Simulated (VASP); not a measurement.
Crystal: MgO.

```
CELL_PARAMETERS angstrom
0.00000 2.37329 2.13230
2.37329 0.00000 2.13230
2.37329 2.37329 0.00000
ATOMIC_POSITIONS crystal
Mg 0.00000 0.00000 0.00000
O 0.25000 0.25000 0.25000
```

This cell differs from its parent crystal: epitaxial xy strain +4.0%.

Base run:

* Program: VASP 6.6.1
* Functional: PBE
* Potentials or basis: VASP PAW PBE potentials, release 64 (Mg, O)
* Cutoff: 520 eV
* k mesh: 10 × 10 × 10
* Occupations: fermi-dirac, width 0.02 eV
* Spin: no spin polarisation

Its results: band gap on the k mesh 3.43 eV, direct; pressure 1.4 GPa.

Task: The run is repeated on the same cell with these changes: functional from PBE to r2SCAN; occupations from fermi-dirac, width 0.02 eV to gaussian, width 0.01 eV. What comes out?

Result: Band gap on the k mesh 4.11 eV, direct; pressure -2.5 GPa.

Caveats: the PAW data sets were made with another functional, which shifts forces and pressure a little (some runs).

